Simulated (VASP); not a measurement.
# Cu (P6/mmm) in VASP: relaxation of cell and atoms with PBE

Aim: the relaxation of cell and atoms of Cu with PBE.

Program: VASP 6.6.1. These are calculated values, not measurements. Logs are shortened: lines on timing, memory, paths and dates and some standing lists are left out, and cuts for length are marked.

**1. The cell of the first run**

Symmetry: P6/mmm, No. 191, hexagonal system. The conventional cell has a = 4.056 Å, b = 4.056 Å, c = 2.486 Å, α = 90.00°, β = 90.00°, γ = 120.00°. Cu (site symmetry 6/mmm) has 14 Cu at 2.49 to 2.65 Å within 3.3 Å. Within 3.1 Å of Cu (site symmetry -6m2) lie 11 Cu at 2.34 to 2.65 Å.

This isn't the form of Cu at room conditions, which is fcc.

**2. Relaxation of cell and atoms, PBE**

INCAR

```
PREC = Accurate ; ENCUT = 600
EDIFF = 1E-7 ; ISMEAR = -1
SIGMA = 0.1 ; LREAL = F
LASPH = T ; NELM = 80
ALGO = Normal ; ISIF = 3
LWAVE = F ; LCHARG = F
GGA = PE ; IBRION = 2
NSW = 80 ; EDIFFG = -0.01
```

KPOINTS

```
Automatic mesh
0
Gamma
  9 9 13
```

POSCAR

```
Cu
1.0
    4.0562702462      0.0000000000      0.0000000000
   -2.0281351231      3.5128330778      0.0000000000
    0.0000000000      0.0000000000      2.4864936609
Cu
3
Direct
    0.0000000000      0.0000000000      0.0000000000
    0.3333333333      0.6666666667      0.5000000000
    0.6666666667      0.3333333333      0.5000000000
```

Potentials or basis: VASP PAW PBE potentials, release 64 (Cu).

Run with:

```console
$ cat potpaw_PBE.64/Cu/POTCAR > POTCAR
$ mpirun -np 1 vasp_std > vasp.out
```

OUTCAR:

```text
PREC = Accurate
   ENCUT = 600
   EDIFF = 1E-7
   ISMEAR = -1
   LREAL = F
   LASPH = T
   NELM = 80
   ISIF = 3
   GGA = PE
   IBRION = 2
   NSW = 80
   EDIFFG = -0.01

 ion  position               nearest neighbor table
   1  0.000  0.000  0.000-   2 2.65   3 2.65   2 2.65   3 2.65   2 2.65   2 2.65   3 2.65   3 2.65
                             3 2.65   3 2.65   2 2.65   2 2.65
   2  0.333  0.667  0.500-   3 2.34   3 2.34   3 2.34   1 2.65   1 2.65   1 2.65   1 2.65   1 2.65
                             1 2.65
   3  0.667  0.333  0.500-   2 2.34   2 2.34   2 2.34   1 2.65   1 2.65   1 2.65   1 2.65   1 2.65
                             1 2.65

  LATTYP: Found a hexagonal cell.
 ALAT       =     4.0562702462
 C/A-ratio  =     0.6130000000

  Lattice vectors:

 A1 = (   4.0562702462,   0.0000000000,   0.0000000000)
 A2 = (  -2.0281351231,   3.5128330778,   0.0000000000)
 A3 = (   0.0000000000,   0.0000000000,   2.4864936609)

Analysis of symmetry for initial positions (statically):
=====================================================================
 Subroutine PRICEL returns:
 Original cell was already a primitive cell.

 Routine SETGRP: Setting up the symmetry group for a
 hexagonal supercell.

 Subroutine GETGRP returns: Found 24 space group operations
 (whereof 24 operations were pure point group operations)
 out of a pool of 24 trial point group operations.

The static configuration has the point symmetry D_6h.

Analysis of symmetry for dynamics (positions and initial velocities):
=====================================================================
 Subroutine PRICEL returns:
 Original cell was already a primitive cell.

 Routine SETGRP: Setting up the symmetry group for a
 hexagonal supercell.

 Subroutine GETGRP returns: Found 24 space group operations
 (whereof 24 operations were pure point group operations)
 out of a pool of 24 trial point group operations.

The dynamic configuration has the point symmetry D_6h.

 Subroutine INISYM returns: Found 24 space group operations
 (whereof 24 operations are pure point group operations),
 and found     1 'primitive' translations

----------------------------------------------------------------------------------------

                                     Primitive cell

  volume of cell :      35.4300

[... 96 lines left out ...]
   ISIF   =      3    stress and relaxation
   ISYM   =      2    0-nonsym 1-usesym 2-fastsym
   POTIM  = 0.5000    time-step for ionic-motion
   TEBEG  =    0.0;   TEEND  =   0.0 temperature during run
   PSTRESS=    0.0 pullay stress
   NELECT =      33.0000    total number of electrons
   NUPDOWN=      -1.0000    fix difference up-down
   EMIN   =  10.00;   EMAX   =-10.00  energy-range for DOS
   EFERMI =   0.00;   METHOD = LEGACY
   ISMEAR =    -1;   SIGMA  =   0.10  broadening in eV -4-tet -1-fermi 0-gaus
   EFERMI_NEDOS =   21; number of points for ismear=-14 and -15
   IALGO  =     38    algorithm
   IMIX   =      4    mixing-type and parameters
     AMIX     =   0.40;   BMIX     =  1.00
     AMIX_MAG =   1.60;   BMIX_MAG =  1.00
  volume/ion in A,a.u.               =      11.81        79.70
  Fermi-wavevector in a.u.,A,eV,Ry     =   1.598781  3.021257 34.777848  2.556100
  Thomas-Fermi vector in A             =   2.696177
   LORBIT       =      0    0 simple, 1 ext, 2 COOP (PROOUT), +10 PAW based schemes
   GGA     = PE    functional components
   LHFCALC =     F    Hartree Fock is set to
   AEXX    =    0.0000 exact exchange contribution
   IVDW    =     0    specifies the selected vdW correction
   LEPSILON=     F    determine dielectric tensor
   LRPA    =     F    only Hartree local field effects (RPA)
 conjugate gradient relaxation of ions
 non-spin polarized calculation
  energy-cutoff  :      600.00
  volume of cell :       35.43
 maximum number of plane-waves:      1201
   NGX = 17   NGY = 17   NGZ =  9

--------------------------------------- Ionic step        1  -------------------------------------------

 number of electron      33.0000019 magnetization

 Free energy of the ion-electron system (eV)
  ---------------------------------------------------
  ext. energy  EPLUGINS =         0.00000000
  ---------------------------------------------------
  free energy    TOTEN  =       -10.94380770 eV

  energy without entropy =      -10.91288710  energy(sigma->0) =      -10.92834740

------------------------ aborting loop because EDIFF is reached ----------------------------------------

  FORCE on cell =-STRESS in cart. coord.  units (eV):
  Direction    XX          YY          ZZ          XY          YZ          ZX
  --------------------------------------------------------------------------------------
  -------------------------------------------------------------------------------------
  Total        1.5335283      1.5335283      0.3894305      0.0000000      0.0000000     -0.0000000
  in kB       69.3474717     69.3474717     17.6103816      0.0000000      0.0000000     -0.0000000
  external PRESSURE =      52.1017750 kB  Pullay stress =       0.0000000 kB
[... 172 lines left out ...]
--------------------------------------- Ionic step        6  -------------------------------------------

 number of electron      33.0000022 magnetization

 Free energy of the ion-electron system (eV)
  ---------------------------------------------------
  ext. energy  EPLUGINS =         0.00000000
  ---------------------------------------------------
  free energy    TOTEN  =       -10.97140275 eV

  energy without entropy =      -10.94017834  energy(sigma->0) =      -10.95579054

 E-fermi :   7.1464     XC(G=0): -12.5112

 val. band max:        7.1357007203   @ k =   0.3333   0.1111   0.4615
 cond. band min:       7.1972597084   @ k =   0.4444  -0.0000   0.0769
 fundamental gap:      0.0615589881
 Fermi energy:         7.1463725664

 k-point     1 :       0.0000    0.0000    0.0000
  band No.  band energies     occupation
      1      -1.9247      2.00000
      2       2.7757      2.00000
      3       3.6407      2.00000
      4       3.6407      2.00000
      5       3.6868      2.00000
      6       3.6984      2.00000
[... 541 lines left out ...]
     19      16.2924      0.00000
     20      16.3367      0.00000

 [... further k-points ...]

------------------------ aborting loop because EDIFF is reached ----------------------------------------

  FORCE on cell =-STRESS in cart. coord.  units (eV):
  Direction    XX          YY          ZZ          XY          YZ          ZX
  --------------------------------------------------------------------------------------
  -------------------------------------------------------------------------------------
  Total       -0.0188724     -0.0188724     -0.0130067      0.0000000      0.0000000     -0.0000000
  in kB       -0.8232873     -0.8232873     -0.5674008      0.0000000      0.0000000     -0.0000000
  external PRESSURE =      -0.7379918 kB  Pullay stress =       0.0000000 kB
[... 18 lines left out ...]
  FREE ENERGIE OF THE ION-ELECTRON SYSTEM (eV)
  ---------------------------------------------------
  free  energy   TOTEN  =       -10.9714027514 eV

  energy  without entropy=      -10.9401783379  energy(sigma->0) =      -10.95579054

 reached required accuracy - stopping structural energy minimisation
```

Run time: 3.7 min. Hardware: 1 thread of Intel Xeon Platinum 8259CL at 2.50GHz (Skylake/Cascade Lake), shared host; peak memory 0.2 GiB.

What came out:

```
Free energy                           : -10.9714 eV
Relaxed volume                        : 12.24 Å³/atom
Relaxed cell                          : a = 4.134 Å, b = 4.134 Å, c = 2.481 Å, α = 90.00°, β = 90.00°, γ = 120.00°
Space group after relaxing (to 0.1 Å) : P6/mmm (No. 191)
Energy gained by relaxing             : 9.2 meV/atom
Ionic steps                           : 6
Pressure after relaxing               : -0.1 GPa
Band gap on the k mesh                : zero (an odd number of electrons rules out a gap without spin polarisation)
```

Step by step:
```
step  energy change (eV)  largest force (eV/Å)  pressure (GPa)  volume (Å³)
   1              0.0000                0.0000            5.21        35.43
   2             -0.0218                0.0000           -2.44        37.43
   3             -0.0263                0.0000           -0.35        36.82
   4             -0.0263                0.0000           -0.47        36.84
   5             -0.0276                0.0000           -0.15        36.75
   6             -0.0276                0.0000           -0.07        36.73
```

Final structure:
```yaml
crystal:
  lattice:
    - [4.13402, 0.00000, 0.00000]
    - [-2.06701, 3.58017, 0.00000]
    - [0.00000, 0.00000, 2.48148]
  atoms:
    - { symbol: Cu, position: [0.00000, 0.00000, 0.00000] }
    - { symbol: Cu, position: [0.33333, 0.66667, 0.50000] }
    - { symbol: Cu, position: [0.66667, 0.33333, 0.50000] }
```

The gap in the log of VASP goes by the Fermi energy; the results here count the filled bands.